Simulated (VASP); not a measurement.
TaN: single point with PBEsol

TaN:

```
Ta N
1.0
     2.96632    0.00000    0.00000
    -1.48316    2.56891    0.00000
     0.00000    0.00000    5.86002
Ta N
2 2
Direct
  0.00000 0.00000 0.00000
  0.00000 0.00000 0.50000
  0.33333 0.66667 0.25000
  0.66667 0.33333 0.75000
```

```json
{"Program": "VASP 6.6.1", "Task": "single point", "Functional": "PBEsol", "Potentials or basis": "VASP PAW PBE potentials, release 64 (Ta_pv, N)", "Cutoff": "520 eV", "k mesh": "15 × 15 × 8", "Occupations": "gaussian, width 0.15 eV", "Spin": "no spin polarisation"}
```

```yaml
Pressure: -15.0 GPa
Band_gap_on_the_k_mesh: zero (band 16 reaches 8.31 eV, above the bottom of band 17 at 7.41 eV)
```

Stress tensor (GPa, compression positive):
```
-19.00   0.00   0.00
  0.00 -19.00   0.00
  0.00   0.00  -6.88
```

Levels at points of the mesh, in eV from the Fermi level:
```csv
k point,band 13,band 14,band 15,band 16,band 17,band 18,band 19,band 20
"(0.00, 0.00, 0.00)",-3.42,-2.12,-2.12,-0.26,-0.26,0.35,0.35,2.67
"(0.00, 0.00, 0.50)",-4.01,-4.01,-0.54,-0.54,0.88,0.88,0.88,0.88
```

Wall time 2 min on 1 thread of Intel(R) Xeon(R) Platinum 8175M CPU @ 2.50GHz (Skylake/Cascade Lake), on a shared host, peak memory 0.26 GiB.

Caveat: the PAW data sets were made with another functional, which shifts forces and pressure a little; spin-orbit coupling is left out, which moves the levels of the heavy elements.
